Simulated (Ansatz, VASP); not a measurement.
SiW6 in VASP and in Ansatz

```xyz
7
Lattice="4.4683 0.0000 0.0000 -2.2341 3.8696 0.0000 0.0000 0.0000 21.6259" Properties=species:S:1:pos:R:3 pbc="T T T"
W     2.2341    1.2899    4.0000
W     0.0000    2.5797    4.9121
W     0.0000    0.0000    5.8242
W     2.2341    1.2899    6.6718
W     0.0000    2.5797    7.5323
W     0.0000    0.0000    8.3259
Si    0.0000    0.0000   10.8259
```

Alike in both runs: task single point; functional PBE; dispersion D3(BJ); k mesh 6 × 6 × 1; occupations gaussian, width 0.1 eV; no spin polarisation.

|  | VASP | Ansatz |
| --- | --- | --- |
| version | VASP 6.6.1 | Ansatz 0.2.0 |
| potentials or method | VASP PAW PBE potentials, release 64 (W_sv, Si), cutoff 520 eV | scalar-relativistic, plane waves, PAW |
| valence electrons in the cell | 88 | 88 |

Ansatz gave:

```
gap on the k mesh at the Fermi level (eV) : none
rms of the force components (eV/Å)        : 0.843
```

Question: Estimate VASP's values.

Answer: gap on the k mesh at the Fermi level (eV): none; rms of the force components (eV/Å): 0.854.

Atom by atom the forces differ by 0.022 eV/Å (rms over components). A gap of «none» marks a metal or a gap that the smearing closes.

Neither program's run includes spin-orbit coupling.
